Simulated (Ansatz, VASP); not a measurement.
Ba2S in VASP and in Ansatz

```
S Ba
1.0
     1.93388   -1.11652    5.89193
     0.00000    2.23305    5.89193
    -1.93388   -1.11652    5.89193
S Ba
1 2
Direct
  0.00000 0.00000 0.00000
  0.23229 0.23229 0.23229
  0.76771 0.76771 0.76771
```

Change from the starting cell: volume scaled by 0.6, LAPW.

Alike in both runs: task single point; functional PBEsol; k mesh 9 × 9 × 9; occupations fermi-dirac, width 0.05 eV; no spin polarisation.

|  | VASP | Ansatz |
| --- | --- | --- |
| version | VASP 6.6.1 | Ansatz 0.2.0 |
| potentials or method | VASP PAW PBE potentials, release 64 (S, Ba_sv), cutoff 520 eV | all-electron LAPW, scalar-relativistic |

|  | VASP | Ansatz | Ansatz less VASP |
| --- | --- | --- | --- |
| pressure (GPa) | 16.6 | 14.0 | -2.53 |
| traceless stress, the component that is largest in VASP (GPa) | 0.03 | -0.06 | -0.090 |
| rms of the force components (eV/Å) | 0.088 | 0.003 | -0.0841 |

VASP's potentials were made for PBE, not for PBEsol. Atom by atom the forces differ by 0.091 eV/Å (rms over components). Ansatz ran all-electron here, and VASP with PAW potentials.

Neither program's run includes spin-orbit coupling.
